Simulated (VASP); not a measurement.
Here is a VASP 6.6.1 calculation.

Contents of INCAR:

```
SYSTEM = AgB2
PREC = Accurate
ENCUT = 520
EDIFF = 1E-6
ISMEAR = -1
SIGMA = 0.05
LREAL = .False.
LASPH = .True.
NELM = 100
ALGO = Normal
ISIF = 2
LWAVE = .False.
LCHARG = .False.
GGA = PS
NBANDS = 16
```

Contents of KPOINTS:

```
Automatic mesh
0
Gamma
  16 16 13
  0 0 0
```

Contents of POSCAR:

```
AgB2
1.0
    2.9798667946      0.0000000000      0.0000000000
   -1.4899333974      2.5806403441      0.0000000000
    0.0000000000      0.0000000000      3.2182543784
Ag B
1 2
Direct
    0.0000000000      0.0000000000      0.0000000000
    0.3333333333      0.6666666667      0.5000000000
    0.6666666667      0.3333333333      0.5000000000
```

Potentials or basis: VASP PAW PBE potentials, release 64 (Ag, B).

The run is started by

```sh
$ cat potpaw_PBE.64/Ag/POTCAR potpaw_PBE.64/B/POTCAR > POTCAR
$ mpirun -np 1 vasp_std > vasp.out
```

(1) Predict the band gap on the k mesh.

(2) What does it give for the pressure?

Answers

(1) zero (an odd number of electrons rules out a gap without spin polarisation).

(2) 54.6 GPa.

Caveat: the stress differs along the axes, from 44 to 75 GPa; the PAW data sets were made with another functional, which shifts forces and pressure a little.
